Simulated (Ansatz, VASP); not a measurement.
# Nb in VASP and in Ansatz

Contents of POSCAR:

```
Nb
1.0
    0.0000000000      2.0634224211      2.0634224211
    2.0634224211      0.0000000000      2.0634224211
    2.0634224211      2.0634224211      0.0000000000
Nb
1
Direct
    0.0000000000      0.0000000000      0.0000000000
```

Contents of INCAR.step1:

```
PREC = Accurate ; ENCUT = 520
ISMEAR = 0 ; SIGMA = 0.1
LREAL = False ; LASPH = True
NELM = 100 ; NBANDS = 12
GGA = PE ; ALGO = Normal
EDIFF = 1E-4 ; LWAVE = True
LCHARG = False
```

The input INCAR.step2:

```
PREC = Accurate ; ENCUT = 520
EDIFF = 1E-6 ; ISMEAR = 0
SIGMA = 0.1 ; LREAL = False
LASPH = True ; NELM = 100
ALGO = Normal ; ISIF = 2
LWAVE = False ; LCHARG = False
METAGGA = R2SCAN ; LMIXTAU = True
NBANDS = 12 ; ISTART = 1
```

File KPOINTS:

```
regular mesh
0
Gamma
  18 18 18
```

Input for Ansatz:

```yaml
crystal:
  lattice:
    - [0.0, 2.0634224211, 2.0634224211]
    - [2.0634224211, 0.0, 2.0634224211]
    - [2.0634224211, 2.0634224211, 0.0]
  atoms:
    - { symbol: Nb, position: [0.0, 0.0, 0.0] }
basis:
  ecutwfc: 500
kpoints:
  mp_grid: { grid: [18, 18, 18] }
hamiltonian:
  xc: r2scan
scf:
  occupations: { method: gaussian, width: 0.1 }
output:
  forces: true
  stress: true
  eigenvalues: true
```

Alike in both runs: task single point; functional r2SCAN; k mesh 18 × 18 × 18; occupations gaussian, width 0.1 eV; no spin polarisation.

|  | VASP | Ansatz |
| --- | --- | --- |
| version | VASP 6.6.1 | Ansatz 0.2.0 |
| potentials or method | VASP PAW PBE potentials, release 64 (Nb_sv), cutoff 520 eV | scalar-relativistic, plane waves, PAW |
| valence electrons in the cell | 13 | 13 |

Ansatz gave:

* gap on the k mesh at the Fermi level (eV): none
* pressure (GPa): 11.6

Which values does VASP return?

gap on the k mesh at the Fermi level (eV): none; pressure (GPa): 11.4.

VASP's potentials were made for PBE, not for r2SCAN. A gap of «none» marks a metal or a gap that the smearing closes.
